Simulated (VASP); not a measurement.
Write the native input for VASP 6.6.1 that does the following.

| Property | Result |
| --- | --- |
| Task | single point |
| Functional | PBE |
| Potentials or basis | VASP PAW PBE potentials, release 64 (Ge_d, C, N) |
| Cutoff | 600 eV |
| k mesh | 4 × 10 × 4 |
| Occupations | fermi-dirac, width 0.02 eV |
| Spin | no spin polarisation |
| Dipole correction | no |
| Further INCAR settings | ALGO = Normal; EDIFF = 1e-06; NBANDS = 60 |

The structure of Ge3C3N8 lies in POSCAR:

```
Ge3C3N8
1.0
    7.2764383840      0.0000000000      0.5483706601
    0.0000000000      2.7958692431      0.0000000000
   -3.1582549545      0.0000000000      6.2665360765
Ge C N
3 3 8
Direct
    0.6021504037      0.5000000000      0.8056898781
    0.7619765282      0.0000000000      0.2462659169
    0.1785227957      0.5000000000      0.3600256961
    0.9110558142      0.0000000000      0.7204702244
    0.2316770301      0.5000000000      0.7924827418
    0.3746986861      0.0000000000      0.1534069351
    0.3288573769      0.5000000000      0.6506317776
    0.5462322758      0.0000000000      0.3079902306
    0.8093107601      0.5000000000      0.7000223178
    0.6885119425      0.0000000000      0.9651409147
    0.0941015602      0.0000000000      0.7445848990
    0.9254872215      0.5000000000      0.3463757165
    0.2032076954      0.0000000000      0.2079842450
    0.3442099098      0.5000000000     -0.0010714936
```

One way to write it, as run:

INCAR

```
PREC     = Accurate       # precision mode
ENCUT    = 600            # plane-wave cutoff, eV
EDIFF    = 1E-6           # SCF threshold, eV
ISMEAR   = -1             # smearing method
SIGMA    = 0.02           # smearing width, eV
LREAL    = F              # projectors in reciprocal space
LASPH    = T              # aspherical terms in the spheres
NELM     = 120            # most SCF steps
ALGO     = Normal         # electronic algorithm
ISIF     = 2              # what is computed and relaxed
LWAVE    = F              # write WAVECAR
LCHARG   = F              # write CHGCAR
GGA      = PE             # functional
NBANDS   = 60             # bands
GGA_COMPAT= F
```

KPOINTS

```
regular mesh
0
Gamma
  4 10 4
```

Potentials or basis: VASP PAW PBE potentials, release 64 (Ge_d, C, N).

Run with:

```console
$ cat potpaw_PBE.64/Ge_d/POTCAR potpaw_PBE.64/C/POTCAR potpaw_PBE.64/N/POTCAR > POTCAR
$ mpirun -np 1 vasp_std > vasp.out
```

Results of the run:

The pressure is 5.8 GPa, the largest force is 0.674 eV/Å and the band gap on the k mesh is 0.03 eV (least direct gap 0.07 eV).

Caveat: the cell stands under pressure.

Run time: 19 min on 1 thread of Intel Xeon 8259CL (shared host), peak memory 0.56 GiB.
